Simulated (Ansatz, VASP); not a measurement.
Nb in VASP and in Ansatz

```
CELL_PARAMETERS angstrom
0.00000 2.10945 2.10945
2.10945 0.00000 2.10945
2.10945 2.10945 0.00000
ATOMIC_POSITIONS crystal
Nb 0.00000 0.00000 0.00000
```

Alike in both runs: functional PBE; k mesh 16 × 16 × 16; occupations fermi-dirac, width 0.05 eV; no spin polarisation.

Ansatz relaxed the structure, and its values are those at the end. VASP's run is a single point on that final structure, the one shown.

```csv
,VASP,Ansatz
version,VASP 6.6.1,Ansatz 0.2.0
potentials or method,"VASP PAW PBE potentials, release 64 (Nb_sv)","PAW with Ansatz's default frozen-core files, scalar-relativistic"
plane-wave cutoff (eV),520,420
valence electrons in the cell,13,13
```

Ansatz gave:

| Item | Value |
| --- | --- |
| pressure (GPa) | 0.0 |

Question: Which values does VASP return?

Answer: Pressure (GPa): -0.3.
